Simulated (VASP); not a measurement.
ZrB, 2 atoms in the cell. The structure is cubic, space group Fm-3m (No. 225). Conventional cell: a = 4.650 Å, b = 4.650 Å, c = 4.650 Å, α = 90.00°, β = 90.00°, γ = 90.00°. Within 3.1 Å of Zr (site symmetry m-3m) lie 6 B at 2.33 Å. B (site symmetry m-3m) has 6 Zr at 2.33 Å within 3.1 Å. 

```yaml
Program: VASP 6.6.1
Task: single point
Functional: PBE
Potentials_or_basis: VASP PAW PBE potentials, release 64 (Zr_sv, B)
Cutoff: 520 eV
k_mesh: 10 × 10 × 10
Occupations: gaussian, width 0.026 eV
Spin: no spin polarisation
Dipole_correction: no
Further_INCAR_settings: ALGO = Normal; EDIFF = 1e-07; NBANDS = 14
```

Potentials or basis: VASP PAW PBE potentials, release 64 (Zr_sv, B).

Run with:

```console
$ cat potpaw_PBE.64/Zr_sv/POTCAR potpaw_PBE.64/B/POTCAR > POTCAR
$ mpirun -np 1 vasp_std > vasp.out
```

Hardware: 1 thread of Intel(R) Xeon(R) Platinum 8488C (Sapphire Rapids), with other jobs on the host.

Problem. Estimate the wall time of this run.

Solution. Run time: 9.9 s on 1 thread of Intel(R) Xeon(R) Platinum 8488C (Sapphire Rapids), on a shared host, peak memory 0.15 GiB. Counts: scf iterations 13, k points 47.
